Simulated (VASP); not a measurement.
Crystal: Yb.

```
Yb
1.0
     3.87990    0.00000    0.00000
    -1.93995    3.36009    0.00000
     0.00000    0.00000    6.38590
Yb
2
Direct
  0.66667 0.33333 0.75000
  0.33333 0.66667 0.25000
```

This isn't the form of Yb at room conditions, which is fcc.

Base run:

| Item | Value |
| --- | --- |
| Program | VASP 6.6.1 |
| Functional | PBEsol |
| Potentials or basis | VASP PAW PBE potentials, release 64 (Yb) |
| Cutoff | 520 eV |
| k mesh | 7 × 7 × 4 |
| Occupations | fermi-dirac, width 0.05 eV |
| Spin | collinear spin, ferromagnetic start |
| Starting moments | [0.5, 0.5] μB |
| Fixed moment | 1 μB |

Its results: pressure -3.5 GPa; site moments Yb +0.24 μB.

**Question.** The run is repeated on the same cell with these changes: fixed moment from 1 μB to 2 μB; moments at the start from [0.5, 0.5] to [1.0, 1.0]. What comes out?

**Answer.** Pressure -4.9 GPa; site moments Yb +0.45 μB.

Caveats: the cell stands under tension; the PAW data sets were made with another functional, which shifts forces and pressure a little; the total moment is fixed, so each spin has its own Fermi level.
